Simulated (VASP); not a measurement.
# Al2O3 (R-3c) in VASP: a series of runs

The runs below take Al2O3 through single point, with PBE.

All numbers are computed with VASP 6.6.1; they aren't measurements. Logs are shortened: lines on timing, memory, paths and dates and some standing lists are left out, and cuts for length are marked.

## Step 1: The cell of the first run

It takes space group R-3c (No. 167, trigonal). The conventional cell has a = 4.809 Å, b = 4.809 Å, c = 12.795 Å, α = 90.00°, β = 90.00°, γ = 120.00°. Within 2.5 Å of Al (site symmetry 3) lie 6 O at 1.86 to 1.97 Å. Within 2.9 Å of O (site symmetry 2) lie 4 Al at 1.86 to 1.97 Å and 12 O at 2.55 to 2.90 Å.

## Step 2: Single point, PBE (strain +0.000 along x and y, -0.025 along z)

File INCAR:

```
SYSTEM = Al2O3
PREC     = Accurate       ! precision mode
ENCUT    = 520            ! plane-wave cutoff, eV
EDIFF    = 1E-6           ! SCF threshold, eV
ISMEAR   = 0              ! smearing method
SIGMA    = 0.05           ! smearing width, eV
LREAL    = .FALSE.        ! projectors in reciprocal space
LASPH    = .TRUE.         ! aspherical terms in the spheres
NELM     = 100            ! most SCF steps
ALGO     = Normal         ! electronic algorithm
ISIF     = 2              ! what is computed and relaxed
LWAVE    = .FALSE.        ! write WAVECAR
LCHARG   = .TRUE.         ! write CHGCAR
GGA      = PE             ! functional
LELF     = .TRUE.         ! ELF
LVHAR    = .TRUE.       
NBANDS   = 35             ! bands
```

File KPOINTS:

```
regular mesh
0
G
  6 6 6
  0 0 0
```

File POSCAR:

```
Al2O3
1.0
    2.4043544254      1.3881546747      4.2651207610
   -2.4043544254      1.3881546747      4.2651207610
    0.0000000000     -2.7763093495      4.2651207609
Al O
4 6
Direct
    0.8521479318      0.8521479318      0.8521479318
    0.6478520682      0.6478520682      0.6478520682
    0.1478520682      0.1478520682      0.1478520682
    0.3521479318      0.3521479318      0.3521479318
    0.0561765927      0.4438234073      0.7500000000
    0.7500000000      0.0561765927      0.4438234073
    0.4438234073      0.7500000000      0.0561765927
    0.9438234073      0.5561765927      0.2500000000
    0.2500000000      0.9438234073      0.5561765927
    0.5561765927      0.2500000000      0.9438234073
```

Potentials or basis: VASP PAW PBE potentials, release 64 (Al, O).

Command:

```sh
$ cat potpaw_PBE.64/Al/POTCAR potpaw_PBE.64/O/POTCAR > POTCAR
$ mpirun -np 1 vasp_std > vasp.out
```

OUTCAR:

```text
SYSTEM = Al2O3
   PREC = Accurate
   ENCUT = 520
   EDIFF = 1E-6
   ISMEAR = 0
   LREAL = .FALSE.
   LASPH = .TRUE.
   NELM = 100
   ISIF = 2
   GGA = PE

 ion  position               nearest neighbor table
   1  0.852  0.852  0.852-   8 1.86  10 1.86   9 1.86   6 1.97   5 1.97   7 1.97   2 2.61   3 2.82
                             3 2.82   3 2.82   2 3.23   2 3.23   2 3.23
   2  0.648  0.648  0.648-   8 1.86   9 1.86  10 1.86   7 1.97   5 1.97   6 1.97   1 2.61   4 2.82
                             4 2.82   4 2.82   1 3.23   1 3.23   1 3.23
   3  0.148  0.148  0.148-   5 1.86   7 1.86   6 1.86   9 1.97   8 1.97  10 1.97   4 2.61   1 2.82
                             1 2.82   1 2.82   4 3.23   4 3.23   4 3.23
   4  0.352  0.352  0.352-   5 1.86   6 1.86   7 1.86  10 1.97   8 1.97   9 1.97   3 2.61   2 2.82
                             2 2.82   2 2.82   3 3.23   3 3.23   3 3.23
   5  0.056  0.444  0.750-   3 1.86   4 1.86   1 1.97   2 1.97
   6  0.750  0.056  0.444-   4 1.86   3 1.86   1 1.97   2 1.97
   7  0.444  0.750  0.056-   3 1.86   4 1.86   2 1.97   1 1.97
   8  0.944  0.556  0.250-   1 1.86   2 1.86   3 1.97   4 1.97
   9  0.250  0.944  0.556-   2 1.86   1 1.86   3 1.97   4 1.97
  10  0.556  0.250  0.944-   1 1.86   2 1.86   4 1.97   3 1.97

  LATTYP: Found a trigonal (rhomboedric) cell.
 ALAT       =     5.0891206224
 COS(alpha) =     0.5535822225

  Lattice vectors:

 A1 = (   2.4043544254,   1.3881546747,   4.2651207610)
 A2 = (  -2.4043544254,   1.3881546747,   4.2651207610)
 A3 = (   0.0000000000,  -2.7763093495,   4.2651207609)

Analysis of symmetry for initial positions (statically):
=====================================================================
 Subroutine PRICEL returns:
 Original cell was already a primitive cell.

 Routine SETGRP: Setting up the symmetry group for a
 trigonal (rhombohedral) supercell.

 Subroutine GETGRP returns: Found 12 space group operations
 (whereof  6 operations were pure point group operations)
 out of a pool of 12 trial point group operations.

The static configuration has the point symmetry S_6 .
 The point group associated with its full space group is D_3d.

Analysis of symmetry for dynamics (positions and initial velocities):
=====================================================================
 Subroutine PRICEL returns:
 Original cell was already a primitive cell.

 Routine SETGRP: Setting up the symmetry group for a
 trigonal (rhombohedral) supercell.

 Subroutine GETGRP returns: Found 12 space group operations
 (whereof  6 operations were pure point group operations)
 out of a pool of 12 trial point group operations.

The dynamic configuration has the point symmetry S_6 .
 The point group associated with its full space group is D_3d.

 Subroutine INISYM returns: Found 12 space group operations
 (whereof  6 operations are pure point group operations),
 and found     1 'primitive' translations

----------------------------------------------------------------------------------------

                                     Primitive cell

  volume of cell :      85.4120

  direct lattice vectors                    reciprocal lattice vectors
     2.404354425  1.388154675  4.265120761     0.207956030  0.120063470  0.078153317
    -2.404354425  1.388154675  4.265120761    -0.207956030  0.120063470  0.078153317
     0.000000000 -2.776309349  4.265120761     0.000000000 -0.240126939  0.078153317

  length of vectors
     5.089120622  5.089120622  5.089120622     0.252525024  0.252525024  0.252525024

  position of ions in fractional coordinates (direct lattice)
     0.852147932  0.852147932  0.852147932
     0.647852068  0.647852068  0.647852068
     0.147852068  0.147852068  0.147852068
     0.352147932  0.352147932  0.352147932
     0.056176593  0.443823407  0.750000000
     0.750000000  0.056176593  0.443823407
     0.443823407  0.750000000  0.056176593
     0.943823407  0.556176593  0.250000000
     0.250000000  0.943823407  0.556176593
     0.556176593  0.250000000  0.943823407

  ion indices of the primitive-cell ions
   primitive index   ion index
                 1           1
                 2           2
                 3           3
                 4           4
                 5           5
                 6           6
                 7           7
                 8           8
                 9           9
                10          10

----------------------------------------------------------------------------------------

 KPOINTS: regular mesh

Automatic generation of k-mesh.
 Grid dimensions read from file:
 generate k-points for:    6    6    6

 Generating k-lattice:

  Cartesian coordinates                     Fractional coordinates (reciprocal lattice)
     0.034659338  0.020010578  0.013025553     0.166666667  0.000000000 -0.000000000
    -0.034659338  0.020010578  0.013025553     0.000000000  0.166666667 -0.000000000
[... 66 lines left out ...]
  Thomas-Fermi vector in A             =   2.478440
   LORBIT       =      0    0 simple, 1 ext, 2 COOP (PROOUT), +10 PAW based schemes
   GGA     = PE    functional components
   LHFCALC =     F    Hartree Fock is set to
   AEXX    =    0.0000 exact exchange contribution
   IVDW    =     0    specifies the selected vdW correction
   LEPSILON=     F    determine dielectric tensor
   LRPA    =     F    only Hartree local field effects (RPA)
 non-spin polarized calculation
 Gauss-broadening in eV      SIGMA  =   0.05
  energy-cutoff  :      520.00
  volume of cell :       85.41
 maximum number of plane-waves:      2313
 NGX is ok and might be reduce to    40
   NGX = 19   NGY = 19   NGZ = 19

 number of electron      48.0000003 magnetization

 Free energy of the ion-electron system (eV)
  ---------------------------------------------------
  ext. energy  EPLUGINS =         0.00000000
  ---------------------------------------------------
  free energy    TOTEN  =       -74.72766847 eV

  energy without entropy =      -74.72766847  energy(sigma->0) =      -74.72766847

 E-fermi :   6.5375     XC(G=0): -11.6650

 val. band max:        6.2421126250   @ k =   0.0000   0.0000   0.0000
 cond. band min:      12.2015703203   @ k =   0.0000   0.0000   0.0000
 fundamental gap:      5.9594576953
 Fermi energy:         6.5375210585

 k-point     1 :       0.0000    0.0000    0.0000
  band No.  band energies     occupation
      1     -13.1128      2.00000
      2     -10.6896      2.00000
      3     -10.5481      2.00000
      4     -10.5481      2.00000
      5     -10.2127      2.00000
      6     -10.2127      2.00000
[... 27 lines left out ...]
     34      19.4122      0.00000
     35      20.7148      0.00000

 k-point     2 :       0.1667    0.0000    0.0000
  band No.  band energies     occupation
      1     -12.9721      2.00000
      2     -10.8404      2.00000
      3     -10.5717      2.00000
      4     -10.5579      2.00000
      5     -10.2792      2.00000
      6     -10.2158      2.00000
[... 27 lines left out ...]
     34      18.9398      0.00000
     35      20.4963      0.00000

 k-point     3 :       0.3333   -0.0000    0.0000
  band No.  band energies     occupation
      1     -12.5718      2.00000
      2     -11.3396      2.00000
      3     -10.5914      2.00000
      4     -10.4783      2.00000
      5     -10.4212      2.00000
      6     -10.2593      2.00000
[... 27 lines left out ...]
     34      19.4691      0.00000
     35      19.8566      0.00000
[... 723 lines left out ...]
 k-point    23 :       0.5000    0.5000    0.1667
  band No.  band energies     occupation
      1     -12.0811      2.00000
      2     -11.3544      2.00000
      3     -11.0606      2.00000
      4     -10.8433      2.00000
      5     -10.4298      2.00000
      6     -10.1516      2.00000
[... 27 lines left out ...]
     34      19.4446      0.00000
     35      19.8458      0.00000

 k-point    24 :      -0.3333    0.5000    0.1667
  band No.  band energies     occupation
      1     -11.8139      2.00000
      2     -11.4340      2.00000
      3     -11.1996      2.00000
      4     -10.9842      2.00000
      5     -10.3667      2.00000
      6     -10.1671      2.00000
[... 27 lines left out ...]
     34      19.4976      0.00000
     35      19.5550      0.00000

 [... further k-points ...]

------------------------ aborting loop because EDIFF is reached ----------------------------------------

  FORCE on cell =-STRESS in cart. coord.  units (eV):
  Direction    XX          YY          ZZ          XY          YZ          ZX
  --------------------------------------------------------------------------------------
  -------------------------------------------------------------------------------------
  Total        1.3404561      1.3404561      6.5308652      0.0000000     -0.0000000      0.0000000
  in kB       25.1445724     25.1445724    122.5074136      0.0000000     -0.0000000      0.0000000
  external PRESSURE =      57.5988528 kB  Pullay stress =       0.0000000 kB

 VOLUME and BASIS-vectors are now :
 -----------------------------------------------------------------------------
  energy-cutoff  :      520.00
  volume of cell :       85.41
      direct lattice vectors                 reciprocal lattice vectors
     2.404354425  1.388154675  4.265120761     0.207956030  0.120063470  0.078153317
    -2.404354425  1.388154675  4.265120761    -0.207956030  0.120063470  0.078153317
     0.000000000 -2.776309349  4.265120761     0.000000000 -0.240126939  0.078153317

 POSITION                                       TOTAL-FORCE (eV/Angst)
 -----------------------------------------------------------------------------------
      0.00000     -0.00000     10.90354         0.000000     -0.000000      0.184758
      0.00000     -0.00000      8.28950         0.000000      0.000000     -0.184758
      0.00000     -0.00000      1.89182         0.000000      0.000000     -0.184758
      0.00000     -0.00000      4.50586         0.000000     -0.000000      0.184758
     -0.93204     -1.38815      5.33140        -0.022353     -0.000000     -0.000000
      1.66820     -0.11309      5.33140         0.011176     -0.019358     -0.000000
     -0.73616      1.50125      5.33140         0.011176      0.019358      0.000000
      0.93204      1.38815      7.46396         0.022353     -0.000000     -0.000000
     -1.66820      0.11309      7.46396        -0.011176      0.019358      0.000000
      0.73616     -1.50125      7.46396        -0.011176     -0.019358     -0.000000
 -----------------------------------------------------------------------------------
    total drift:                               -0.000000     -0.000000      0.000000

  FREE ENERGIE OF THE ION-ELECTRON SYSTEM (eV)
  ---------------------------------------------------
  free  energy   TOTEN  =       -74.7276684724 eV

  energy  without entropy=      -74.7276684724  energy(sigma->0) =      -74.72766847
```

It took 1.9 min on 1 thread of Intel Xeon Platinum 8488C (Sapphire Rapids), shared host; peak memory 0.26 GiB.

Results:

| Quantity | Value |
| --- | --- |
| Free energy | -74.7277 eV |
| Pressure | 5.8 GPa |
| Largest force | 0.185 eV/Å |
| Band gap on the k mesh | 5.96 eV |

Forces in eV/Å, atoms in the order of the input:
```
Al   0.000  0.000  0.185
Al   0.000  0.000 -0.185
Al   0.000  0.000 -0.185
Al   0.000  0.000  0.185
O   -0.022  0.000  0.000
O    0.011 -0.019  0.000
O    0.011  0.019  0.000
O    0.022  0.000  0.000
O   -0.011  0.019  0.000
O   -0.011 -0.019  0.000
```

Levels at points of the mesh, in eV from the valence-band top:
```tsv
k point	band 22	band 23	band 24	band 25	band 26	band 27
(0.00, 0.00, 0.00)	-0.27	-0.27	0.00	5.96	8.74	10.61
(0.50, 0.00, 0.00)	-1.03	-0.37	-0.37	9.18	9.18	9.52
(0.50, 0.50, 0.00)	-1.10	-0.80	-0.35	9.23	9.60	9.63
(0.50, 0.50, 0.50)	-0.61	-0.61	-0.61	8.35	8.35	10.95
```

Caveat: the cell differs from its parent crystal (strain +0.000 along x and y, -0.025 along z); the cell stands under pressure.

## Step 3: Single point, PBE (strain -0.025 along x and y, +0.025 along z)

File INCAR:

```
  PREC = Accurate
  ENCUT = 520
  EDIFF = 1E-6
  ISMEAR = 0
  SIGMA = 0.05
  LREAL = F
  LASPH = T
  NELM = 100
  ALGO = Normal
  ISIF = 2
  LWAVE = F
  LCHARG = F
  GGA = PE
  NBANDS = 35
```

File KPOINTS:

```
regular mesh
0
Gamma
  6 6 6
```

Changes to POSCAR since step 2:

```diff
@@ -2,5 +2,5 @@
 1.0
-    2.4043544254      1.3881546747      4.2651207610
-   -2.4043544254      1.3881546747      4.2651207610
-    0.0000000000     -2.7763093495      4.2651207609
+    2.3442455648      1.3534508078      4.4838449026
+   -2.3442455648      1.3534508078      4.4838449026
+    0.0000000000     -2.7069016158      4.4838449025
 Al O
```

Potentials or basis: VASP PAW PBE potentials, release 64 (Al, O).

Command:

```sh
$ cat potpaw_PBE.64/Al/POTCAR potpaw_PBE.64/O/POTCAR > POTCAR
$ mpirun -np 1 vasp_std > vasp.out
```

Run time: 2.1 min. Hardware: 1 thread of Intel Xeon Platinum 8488C (Sapphire Rapids), shared host; peak memory 0.26 GiB.

The run converged. Its results:

```yaml
Free_energy: -74.5740 eV
Pressure: 7.0 GPa
Largest_force: 0.314 eV/Å
Band_gap_on_the_k_mesh: 6.03 eV
```

Forces on the atoms (eV/Å):
```
Al   0.000  0.000 -0.314
Al   0.000  0.000  0.314
Al   0.000  0.000  0.314
Al   0.000  0.000 -0.314
O    0.132  0.000  0.000
O   -0.066  0.114  0.000
O   -0.066 -0.114  0.000
O   -0.132  0.000  0.000
O    0.066 -0.114  0.000
O    0.066  0.114  0.000
```

Stress tensor (GPa, compression positive):
```
14.12  0.00  0.00
 0.00 14.12  0.00
 0.00  0.00 -7.28
```

Levels at points of the mesh, in eV from the valence-band top:
```csv
k point,band 21,band 22,band 23,band 24,band 25,band 26,band 27,band 28
"(0.00, 0.00, 0.00)",-0.51,-0.45,0.00,0.00,6.03,9.40,10.39,10.78
"(0.50, 0.00, 0.00)",-1.02,-1.02,-0.46,-0.46,9.11,9.11,9.42,9.42
"(0.50, 0.50, 0.00)",-1.08,-1.02,-0.92,-0.43,9.28,9.78,9.93,10.25
"(0.50, 0.50, 0.50)",-0.31,-0.31,-0.31,-0.31,8.69,8.69,10.81,10.81
```

Caveat: the cell differs from its parent crystal (strain -0.025 along x and y, +0.025 along z); the cell stands under pressure.

## Step 4: Single point, PBE (strain -0.025 along x and y, +0.050 along z)

File INCAR:

```
SYSTEM = Al2O3
ALGO = Normal ; EDIFF = 1E-6
ENCUT = 520 ; GGA = PE
ISIF = 2 ; ISMEAR = 0
LASPH = .TRUE. ; LCHARG = .FALSE.
LREAL = .FALSE. ; LWAVE = .FALSE.
NBANDS = 35 ; NELM = 100
PREC = Accurate ; SIGMA = 0.05
```

File KPOINTS:

```
k-points
0
G
  6 6 6
  0 0 0
```

Changes to POSCAR since step 3:

```diff
@@ -2,5 +2,5 @@
 1.0
-    2.3442455648      1.3534508078      4.4838449026
-   -2.3442455648      1.3534508078      4.4838449026
-    0.0000000000     -2.7069016158      4.4838449025
+    2.3442455648      1.3534508078      4.5932069734
+   -2.3442455648      1.3534508078      4.5932069734
+    0.0000000000     -2.7069016158      4.5932069733
 Al O
```

Command:

```sh
$ cat potpaw_PBE.64/Al/POTCAR potpaw_PBE.64/O/POTCAR > POTCAR
$ mpirun -np 1 vasp_std > vasp.out
```

Wall time 60 s (1 thread of Intel Xeon 6975P-C (Granite Rapids), shared host); peak memory 0.26 GiB.

It converged, with:

- Free energy: -74.4075 eV
- Pressure: 1.5 GPa
- Largest force: 0.361 eV/Å
- Band gap on the k mesh: 5.58 eV

Forces in eV/Å, atoms in the order of the input:
```
Al   0.000  0.000 -0.361
Al   0.000  0.000  0.361
Al   0.000  0.000  0.361
Al   0.000  0.000 -0.361
O    0.176  0.000  0.000
O   -0.088  0.152  0.000
O   -0.088 -0.152  0.000
O   -0.176  0.000  0.000
O    0.088 -0.152  0.000
O    0.088  0.152  0.000
```

Stress tensor (GPa, compression positive):
```
 11.60   0.00   0.00
  0.00  11.60   0.00
  0.00   0.00 -18.65
```

Levels at points of the mesh, in eV from the valence-band top:
```csv
k point,band 21,band 22,band 23,band 24,band 25,band 26,band 27,band 28
"(0.00, 0.00, 0.00)",-0.49,-0.49,0.00,0.00,5.58,9.31,9.92,10.21
"(0.50, 0.00, 0.00)",-1.05,-1.05,-0.54,-0.54,8.55,8.55,9.09,9.09
"(0.50, 0.50, 0.00)",-1.13,-1.09,-0.92,-0.50,8.74,9.31,9.88,9.91
"(0.50, 0.50, 0.50)",-0.28,-0.28,-0.28,-0.28,8.38,8.38,10.44,10.44
```

Caveat: the cell differs from its parent crystal (strain -0.025 along x and y, +0.050 along z).

## Step 5: The runs side by side

```tsv
cell	gap on the mesh (eV)	pressure (GPa)	largest force (eV/Å)
a = 5.089 Å, angles 56.4°, 10 atoms	5.96	5.8	0.18
a = 5.238 Å, angles 53.2°, 10 atoms	6.03	7.0	0.31
a = 5.331 Å, angles 52.2°, 10 atoms	5.58	1.5	0.36
```

Alike in all rows: task single point; level PBE; potentials or basis VASP PAW PBE potentials, release 64 (Al, O); no spin polarisation; k mesh 6 × 6 × 6; cutoff (eV) 520; smearing gaussian 0.05 eV.

Caveats: the cell stands under pressure (at least some runs).

Absolute energies hang on the potentials; compare differences alone.
